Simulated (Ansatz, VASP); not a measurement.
TaAs: VASP beside Ansatz

Contents of INCAR:

```
SYSTEM = TaAs
ALGO     = Normal         ! electronic algorithm
EDIFF    = 1E-7           ! SCF threshold, eV
ENCUT    = 520            ! plane-wave cutoff, eV
GGA      = PS             ! functional
ISIF     = 2              ! what is computed and relaxed
ISMEAR   = -1             ! smearing method
LASPH    = .True.         ! aspherical terms in the spheres
LCHARG   = .False.        ! write CHGCAR
LREAL    = .False.        ! projectors in reciprocal space
LWAVE    = .False.        ! write WAVECAR
NBANDS   = 24             ! bands
NELM     = 60             ! most SCF steps
PREC     = Accurate       ! precision mode
SIGMA    = 0.05           ! smearing width, eV
```

File KPOINTS:

```
k-points
0
Gamma
  11 11 11
  0 0 0
```

Contents of POSCAR:

```
TaAs
1.0
   -1.6866644514      1.6866644514      5.7481540155
    1.6866644514     -1.6866644514      5.7481540155
    1.6866644514      1.6866644514     -5.7481540155
Ta As
2 2
Direct
    0.4999673000      0.4999673000      0.0000000000
    0.2499673000      0.7499673000      0.5000000000
    0.0826321200      0.0826321200      0.0000000000
    0.8326321200      0.3326321200      0.5000000000
```

The input input.yaml:

```yaml
crystal:
  lattice:
    - [-1.6866644514, 1.6866644514, 5.7481540155]
    - [1.6866644514, -1.6866644514, 5.7481540155]
    - [1.6866644514, 1.6866644514, -5.7481540155]
  atoms:
    - { symbol: Ta, position: [0.4999673, 0.4999673, 0.0] }
    - { symbol: Ta, position: [0.2499673, 0.7499673, 0.5] }
    - { symbol: As, position: [0.08263212, 0.08263212, 0.0] }
    - { symbol: As, position: [0.83263212, 0.33263212, 0.5] }
kpoints:
  mp_grid: { grid: [11, 11, 11] }
scf:
  occupations: { method: fermi_dirac, width: 0.05 }
hamiltonian:
  xc: pbesol
  pseudopotentials: { kind: all_electron, lapw: { basis_error: 0.001 } }
output:
  forces: true
  stress: true
  eigenvalues: true
```

Change from the starting cell: volume scaled by 0.94.

Alike in both runs: task single point; functional PBEsol; k mesh 11 × 11 × 11; occupations fermi-dirac, width 0.05 eV; no spin polarisation.

```csv
,VASP,Ansatz
version,VASP 6.6.1,Ansatz 0.2.0
potentials or method,"VASP PAW PBE potentials, release 64 (Ta_pv, As), cutoff 520 eV","all-electron LAPW, scalar-relativistic"
```

VASP gave:

- gap on the k mesh at the Fermi level (eV): none
- pressure (GPa): 9.5
- traceless stress, the component that is largest in VASP (GPa): -1.77
- rms of the force components (eV/Å): 0.034

Q: Which values does Ansatz return?

A: gap on the k mesh at the Fermi level (eV): none; pressure (GPa): 8.6; traceless stress, the component that is largest in VASP (GPa): -1.67; rms of the force components (eV/Å): 0.032.

VASP's potentials were made for PBE, not for PBEsol. Atom by atom the forces differ by 0.002 eV/Å (rms over components). A gap of «none» marks a metal or a gap that the smearing closes. Ansatz ran all-electron here, and VASP with PAW potentials.

Spin-orbit coupling is off throughout.
